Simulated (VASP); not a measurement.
A run of VASP 6.6.1:

The input POSCAR:

```
H
1.0
   -1.6915344700      1.6915344700      2.0584739900
    1.6915344700     -1.6915344700      2.0584739900
    1.6915344700      1.6915344700     -2.0584739900
H
2
Direct
    0.0901377100      0.0901377100      0.0000000000
    0.9098622900      0.9098622900      0.0000000000
```

The input INCAR.step1:

```
SYSTEM = H
  ALGO = Normal
  EDIFF = 1E-5
  ENCUT = 520
  GGA = PE
  ISIF = 2
  ISMEAR = -1
  LASPH = .True.
  LCHARG = .False.
  LREAL = .False.
  LWAVE = .True.
  NBANDS = 8
  NELM = 80
  PREC = Accurate
  SIGMA = 0.05
```

The input INCAR.step2:

```
SYSTEM = H
  AEXX = 0.05
  ALGO = Normal
  EDIFF = 1E-6
  ENCUT = 520
  GGA = PE
  HFSCREEN = 0.2
  ISIF = 2
  ISMEAR = -1
  ISTART = 1
  LASPH = .True.
  LCHARG = .False.
  LHFCALC = .True.
  LREAL = .False.
  LWAVE = .False.
  NBANDS = 8
  NELM = 80
  PREC = Accurate
  PRECFOCK = Normal
  SIGMA = 0.05
```

Contents of KPOINTS:

```
k-points
0
Gamma
  6 6 6
  0 0 0
```

Potentials or basis: VASP PAW PBE potentials, release 64 (H).

The run is started by

```sh
$ cat potpaw_PBE.64/H/POTCAR > POTCAR
$ cp INCAR.step1 INCAR
$ mpirun -np 1 vasp_std > vasp.out
$ cp INCAR.step2 INCAR
$ mpirun -np 1 vasp_std > vasp.out
```

Hardware: 1 thread of Intel Xeon 8259CL, on a shared host.

**Question.** Estimate the wall time of this run.

**Answer.** Run time: 86 s on 1 thread of Intel Xeon 8259CL (shared host), peak memory 0.23 GiB. Counts: k points 30.
